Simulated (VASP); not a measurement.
Here is a VASP 6.6.1 calculation.

The input POSCAR:

```
Au
1.0
    2.9162060726      0.0000000000      0.0000000000
    0.0000000000      2.9162060726      0.0000000000
    0.0000000000      0.0000000000     25.3103454465
Au
6
Direct
    0.5000000000      0.5000000000      0.2963215186
    0.0000000000      0.0000000000      0.3777929112
    0.5000000000      0.5000000000      0.4592643037
    0.0000000000      0.0000000000      0.5407356963
    0.5000000000      0.5000000000      0.6222070888
    0.0000000000      0.0000000000      0.7036784814
```

Contents of INCAR.step1:

```
ALGO = Normal
EDIFF = 1E-4
ENCUT = 520
GGA = PE
ISMEAR = 0
LASPH = True
LCHARG = False
LREAL = False
LWAVE = True
NBANDS = 42
NELM = 60
PREC = Accurate
SIGMA = 0.1
```

Contents of INCAR.step2:

```
ALGO = Normal
EDIFF = 1E-6
ENCUT = 520
ISIF = 2
ISMEAR = 0
ISTART = 1
LASPH = True
LCHARG = True
LELF = True
LMIXTAU = True
LREAL = False
LVHAR = True
LWAVE = False
METAGGA = R2SCAN
NBANDS = 42
NELM = 60
PREC = Accurate
SIGMA = 0.1
```

Contents of KPOINTS:

```
k-points
0
Gamma
  12 12 1
```

Potentials or basis: VASP PAW PBE potentials, release 64 (Au).

Launch:

```sh
$ cat potpaw_PBE.64/Au/POTCAR > POTCAR
$ cp INCAR.step1 INCAR
$ mpirun -np 1 vasp_std > vasp.out
$ cp INCAR.step2 INCAR
$ mpirun -np 1 vasp_std > vasp.out
```

Task: What does it give for the band gap on the k mesh?

Result: Zero (bands 33 and 34 overlap by 5.43 eV).

Task: What does it give for the largest force?

Result: 0.094 eV/Å.

Forces in eV/Å, atoms in the order of the input:
```
Au   0.000  0.000  0.094
Au   0.000  0.000 -0.091
Au   0.000  0.000 -0.011
Au   0.000  0.000  0.011
Au   0.000  0.000  0.091
Au   0.000  0.000 -0.094
```

Caveat: there is no dipole correction, which matters where the two faces differ; the PAW data sets were made with another functional, which shifts forces and pressure a little; spin-orbit coupling is left out, which moves the levels of the heavy elements.
